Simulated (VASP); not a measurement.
Here is a VASP 6.6.1 calculation.

File INCAR:

```
  PREC = Accurate
  ENCUT = 600
  EDIFF = 1E-7
  ISMEAR = 0
  SIGMA = 0.1
  LREAL = F
  LASPH = T
  NELM = 80
  ALGO = Fast
  ISIF = 3
  LWAVE = F
  LCHARG = F
  GGA = PE
  IBRION = 2
  NSW = 90
  EDIFFG = -0.04
```

Contents of KPOINTS:

```
Automatic mesh
0
Gamma
  3 3 4
```

File POSCAR:

```
BaNa3
1.0
    6.7135980242      0.0000000000      0.0000000000
   -3.3567990121      5.8141464397      0.0000000000
    0.0000000000      0.0000000000      5.8565726563
Na Ba
6 2
Direct
    0.3788362855      0.0000000000      0.2500000000
    0.0000000000      0.3788362855      0.2500000000
    0.6211637145      0.6211637145      0.2500000000
    0.6211637145      0.0000000000      0.7500000000
    0.3788362855      0.3788362855      0.7500000000
    0.0000000000      0.6211637145      0.7500000000
    0.0000000000      0.0000000000      0.0000000000
    0.0000000000      0.0000000000      0.5000000000
```

Potentials or basis: VASP PAW PBE potentials, release 64 (Na_pv, Ba_sv).

Command:

```sh
$ cat potpaw_PBE.64/Na_pv/POTCAR potpaw_PBE.64/Ba_sv/POTCAR > POTCAR
$ mpirun -np 1 vasp_std > vasp.out
```

Problem. Estimate the relaxed cell.

Solution. a = 7.126 Å, b = 7.126 Å, c = 8.349 Å, α = 90.00°, β = 90.00°, γ = 120.00°.

Problem. What does it give for the relaxed volume?

Solution. 45.89 Å³/atom.

Final structure:
```yaml
crystal:
  lattice:
    - [7.12583, 0.00000, 0.00000]
    - [-3.56292, 6.17115, 0.00000]
    - [0.00000, 0.00000, 8.34860]
  atoms:
    - { symbol: Na, position: [0.49491, 0.00000, 0.25000] }
    - { symbol: Na, position: [0.00000, 0.49491, 0.25000] }
    - { symbol: Na, position: [0.50509, 0.50509, 0.25000] }
    - { symbol: Na, position: [0.50509, 0.00000, 0.75000] }
    - { symbol: Na, position: [0.49491, 0.49491, 0.75000] }
    - { symbol: Na, position: [0.00000, 0.50509, 0.75000] }
    - { symbol: Ba, position: [0.00000, 0.00000, 0.00000] }
    - { symbol: Ba, position: [0.00000, 0.00000, 0.50000] }
```

Caveat: the k points lie up to 0.34 Å⁻¹ apart in the final cell, too coarse for converged energies and pressures of a metal; the volume moved by over 15 % at a fixed basis, so the end points are rough.
